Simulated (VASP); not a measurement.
Here is a VASP 6.6.1 calculation.

Contents of POSCAR:

```
Sn
1.0
    0.0000000000      3.2900657995      3.1584631675
    3.2900657995      0.0000000000      3.1584631675
    3.2900657995      3.2900657995      0.0000000000
Sn
2
Direct
    0.5000000000      0.5000000000      0.5000000000
    0.7500000000      0.7500000000      0.7500000000
```

INCAR.step1

```
PREC     = Accurate       # precision mode
ENCUT    = 520            # plane-wave cutoff, eV
ISMEAR   = 0              # smearing method
SIGMA    = 0.15           # smearing width, eV
LREAL    = F              # projectors in reciprocal space
LASPH    = T              # aspherical terms in the spheres
NELM     = 80             # most SCF steps
NBANDS   = 21             # bands
GGA      = PE             # functional
ALGO     = Normal         # electronic algorithm
EDIFF    = 1E-4           # SCF threshold, eV
LWAVE    = T              # write WAVECAR
LCHARG   = F              # write CHGCAR
```

Contents of INCAR.step2:

```
PREC     = Accurate       # precision mode
ENCUT    = 520            # plane-wave cutoff, eV
EDIFF    = 1E-6           # SCF threshold, eV
ISMEAR   = 0              # smearing method
SIGMA    = 0.15           # smearing width, eV
LREAL    = F              # projectors in reciprocal space
LASPH    = T              # aspherical terms in the spheres
NELM     = 80             # most SCF steps
ALGO     = Normal         # electronic algorithm
ISIF     = 2              # what is computed and relaxed
LWAVE    = F              # write WAVECAR
LCHARG   = F              # write CHGCAR
METAGGA  = R2SCAN         # meta-GGA
LMIXTAU  = T            
NBANDS   = 21             # bands
ISTART   = 1
```

Contents of KPOINTS:

```
regular mesh
0
Gamma
  14 14 14
```

Potentials or basis: VASP PAW PBE potentials, release 64 (Sn_d).

The run is started by

```console
$ cat potpaw_PBE.64/Sn_d/POTCAR > POTCAR
$ cp INCAR.step1 INCAR
$ mpirun -np 1 vasp_std > vasp.out
$ cp INCAR.step2 INCAR
$ mpirun -np 1 vasp_std > vasp.out
```

Question: Estimate the pressure.

Answer: 1.6 GPa.

Stress tensor (GPa, compression positive):
```
1.11 0.00 0.00
0.00 1.11 0.00
0.00 0.00 2.46
```

Caveat: the PAW data sets were made with another functional, which shifts forces and pressure a little.
